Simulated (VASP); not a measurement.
# Cu (P6_3/mmc) in VASP: a series of runs, part 2 of 2

VASP 6.6.1.

## (4) Vibrations by perturbation theory, PBE

This run uses another cell than the first one, of 11.98 Å³/atom.

File INCAR:

```
PREC = Accurate
ENCUT = 520
EDIFF = 1E-8
ISMEAR = -1
SIGMA = 0.15
LREAL = False
LASPH = True
NELM = 80
ALGO = Fast
ISIF = 2
LWAVE = False
LCHARG = True
GGA = PE
NBANDS = 18
IBRION = 8
NSW = 1
```

File KPOINTS:

```
regular mesh
0
Gamma
  18 18 10
```

File POSCAR:

```
Cu
1.0
    2.5642561837      0.0000000000      0.0000000000
   -1.2821280918      2.2207109969      0.0000000000
    0.0000000000      0.0000000000      4.2069697295
Cu
2
Direct
    0.3333333333      0.6666666667      0.2500000000
    0.6666666667      0.3333333333      0.7500000000
```

Potentials or basis: VASP PAW PBE potentials, release 64 (Cu).

On the command line:

```console
$ cat potpaw_PBE.64/Cu/POTCAR > POTCAR
$ mpirun -np 1 vasp_std > vasp.out
```

OUTCAR:

```text
PREC = Accurate
   ENCUT = 520
   EDIFF = 1E-8
   ISMEAR = -1
   LREAL = False
   LASPH = True
   NELM = 80
   ISIF = 2
   GGA = PE
   IBRION = 8
   NSW = 1

 ion  position               nearest neighbor table
   1  0.333  0.667  0.250-   2 2.57   2 2.57   2 2.57   2 2.57   2 2.57   2 2.57
   2  0.667  0.333  0.750-   1 2.57   1 2.57   1 2.57   1 2.57   1 2.57   1 2.57

  LATTYP: Found a hexagonal cell.
 ALAT       =     2.5642561837
 C/A-ratio  =     1.6406199023

  Lattice vectors:

 A1 = (   2.5642561837,   0.0000000000,   0.0000000000)
 A2 = (  -1.2821280918,   2.2207109969,   0.0000000000)
 A3 = (   0.0000000000,   0.0000000000,   4.2069697295)

Analysis of symmetry for initial positions (statically):
=====================================================================
 Subroutine PRICEL returns:
 Original cell was already a primitive cell.

 Routine SETGRP: Setting up the symmetry group for a
 hexagonal supercell.

 Subroutine GETGRP returns: Found 24 space group operations
 (whereof 12 operations were pure point group operations)
 out of a pool of 24 trial point group operations.

The static configuration has the point symmetry D_3d.
 The point group associated with its full space group is D_6h.

Analysis of symmetry for dynamics (positions and initial velocities):
=====================================================================
 Subroutine PRICEL returns:
 Original cell was already a primitive cell.

 Routine SETGRP: Setting up the symmetry group for a
 hexagonal supercell.

 Subroutine GETGRP returns: Found 24 space group operations
[... 695 lines left out ...]
  ---------------------------------------------------
  free  energy   TOTEN  =        -7.4629613345 eV

  energy  without entropy=       -7.4133147589  energy(sigma->0) =       -7.43813805

[... ionic steps 2 to 3 ...]

--------------------------------------- Ionic step        4  -------------------------------------------

------------------------ aborting loop because EDIFF is reached ----------------------------------------

[... ionic steps 5 to 5 ...]

--------------------------------------- Ionic step        6  -------------------------------------------

 Free energy of the ion-electron system (eV)
  ---------------------------------------------------
  ---------------------------------------------------
  free energy    TOTEN  =        -0.25029982 eV

  energy without entropy =       -0.25029982

------------------------ aborting loop because EDIFF is reached ----------------------------------------

 INTERNAL STRAIN TENSOR  FOR ION    1  DIRECTION 3   (eV/Angst):
 -----------------------------------------------------------------------------
    -0.00038  0.00000 -0.00000
    -0.00000 -0.00038  0.00000
    -0.00000  0.00000  0.01139

 INTERNAL STRAIN TENSOR FOR ION    2 for displacements in x,y,z  (eV/Angst):
          X           Y           Z          XY          YZ          ZX
  --------------------------------------------------------------------------------
  x     0.00000    -0.00000    -0.00000     1.53764     0.00000     0.00000
  y     1.53764    -1.53764    -0.00000    -0.00000     0.00000     0.00000
  z    -0.00000     0.00000    -0.00000    -0.00000     0.00000    -0.00000

 SECOND DERIVATIVES (NOT SYMMETRIZED)
 ------------------------------------
               1X          1Y          1Z          2X          2Y          2Z
  1X    -1.239212   -0.000000    0.000000    1.239212    0.000000    0.000000
  1Y    -0.000000   -1.239212    0.000000    0.000000    1.239212    0.000000
  1Z    -0.000000    0.000000   -6.764171    0.000000    0.000000    6.764171
  2X     1.239212    0.000000    0.000000   -1.239212   -0.000000    0.000000
  2Y     0.000000    1.239212    0.000000   -0.000000   -1.239212    0.000000
  2Z     0.000000    0.000000    6.764171   -0.000000    0.000000   -6.764171

 Eigenvectors and eigenvalues of the dynamical matrix
 ----------------------------------------------------

   1 f  =    7.213216 THz    45.321970 2PiTHz  240.606973 cm-1    29.831449 meV
             X         Y         Z           dx          dy          dz
     -0.000000  1.480474  1.051742    -0.000000    0.000000   -0.707107
      1.282128  0.740237  3.155227     0.000000    0.000000    0.707107
[... 16 lines left out ...]
   5 f  =    0.000000 THz     0.000000 2PiTHz    0.000000 cm-1     0.000000 meV
             X         Y         Z           dx          dy          dz
     -0.000000  1.480474  1.051742     0.000000    0.000000    0.707107
      1.282128  0.740237  3.155227    -0.000000    0.000000    0.707107

   6 f/i=    0.000000 THz     0.000000 2PiTHz    0.000002 cm-1     0.000000 meV
             X         Y         Z           dx          dy          dz
     -0.000000  1.480474  1.051742    -0.707088   -0.005198   -0.000000
      1.282128  0.740237  3.155227    -0.707088   -0.005198    0.000000

--------------------------------------------------------------------------------------------------------

 ELASTIC MODULI CONTR FROM IONIC RELAXATION (kBar)
 Direction    XX          YY          ZZ          XY          YZ          ZX
 --------------------------------------------------------------------------------
 XX        -127.6004    127.6004      0.0000     -0.0000      0.0000     -0.0000
 YY         127.6004   -127.6004     -0.0000     -0.0000      0.0000     -0.0000
 ZZ           0.0000     -0.0000     -0.0000      0.0000      0.0000     -0.0000
 XY          -0.0000     -0.0000      0.0000   -127.6004      0.0000     -0.0000
 YZ           0.0000      0.0000      0.0000      0.0000      0.0000      0.0000
 ZX          -0.0000     -0.0000     -0.0000     -0.0000      0.0000     -0.0000
 --------------------------------------------------------------------------------
```

Wall time 18 min (1 thread of Intel Xeon 8259CL, shared host); peak memory 0.82 GiB.

Results:

```yaml
Highest_phonon_frequency_at_Γ: 241 cm⁻¹
```

Phonon frequencies in cm⁻¹ (negative: imaginary):
| q point | frequencies |
| --- | --- |
| (0.000, 0.000, 0.000) | 0 0 0 103 103 241 |
